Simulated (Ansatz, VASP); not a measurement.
# AgCl: VASP beside Ansatz

```xyz
2
Lattice="0.0000 2.7177 2.7731 2.7731 0.0000 2.7731 2.7731 2.7177 0.0000" Properties=species:S:1:pos:R:3 pbc="T T T"
Ag    2.7731    2.7177    2.7731
Cl    0.0000    0.0000    0.0000
```

Change from the starting cell: strain -0.0200 x Voigt [0, 1, 0, 0, 0, 0], atoms carried along.

Alike in both runs: task single point; functional PBE; k mesh 8 × 8 × 8; occupations gaussian, width 0.05 eV; no spin polarisation.

|  | VASP | Ansatz |
| --- | --- | --- |
| version | VASP 6.6.1 | Ansatz 0.2.0 |
| potentials or method | VASP PAW PBE potentials, release 64 (Ag, Cl), cutoff 520 eV | scalar-relativistic, plane waves, PAW |
| valence electrons in the cell | 18 | 26 |

|  | VASP | Ansatz | Ansatz less VASP |
| --- | --- | --- | --- |
| gap on the k mesh at the Fermi level (eV) | 0.84 | 0.85 | +0.003 |
| least direct gap on the mesh (eV) | 3.25 | 3.25 | +0.002 |
| pressure (GPa) | 2.6 | 2.7 | +0.15 |
| traceless stress, the component that is largest in VASP (GPa) | 0.42 | 0.43 | +0.013 |

VASP's potentials hold 18 valence electrons a cell and Ansatz's 26, so a difference there can come from the potentials and not from the codes.
